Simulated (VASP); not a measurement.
Input of a VASP 6.6.1 run:

Contents of INCAR:

```
PREC = Accurate
ENCUT = 520
EDIFF = 1E-6
ISMEAR = -1
SIGMA = 0.05
LREAL = F
LASPH = T
NELM = 100
ALGO = Normal
ISIF = 2
LWAVE = F
LCHARG = F
GGA = PS
NBANDS = 12
```

Contents of KPOINTS:

```
regular mesh
0
Gamma
  8 8 8
```

POSCAR

```
P
1.0
    1.7084679262      0.9863844171      3.1296800121
   -1.7084679262      0.9863844171      3.1296800121
    0.0000000000     -1.9727688342      3.1296800121
P
2
Direct
    0.7729197500      0.7729197500      0.7729197500
    0.2270802500      0.2270802500      0.2270802500
```

Potentials or basis: VASP PAW PBE potentials, release 64 (P).

Run with:

```sh
$ cat potpaw_PBE.64/P/POTCAR > POTCAR
$ mpirun -np 1 vasp_std > vasp.out
```

Estimate the pressure.

0.2 GPa.

What does it give for the largest force?

0.365 eV/Å.

Stress tensor (GPa, compression positive):
```
 0.81  0.00  0.00
 0.00  0.81  0.00
 0.00  0.00 -0.95
```

Caveat: the PAW data sets were made with another functional, which shifts forces and pressure a little.
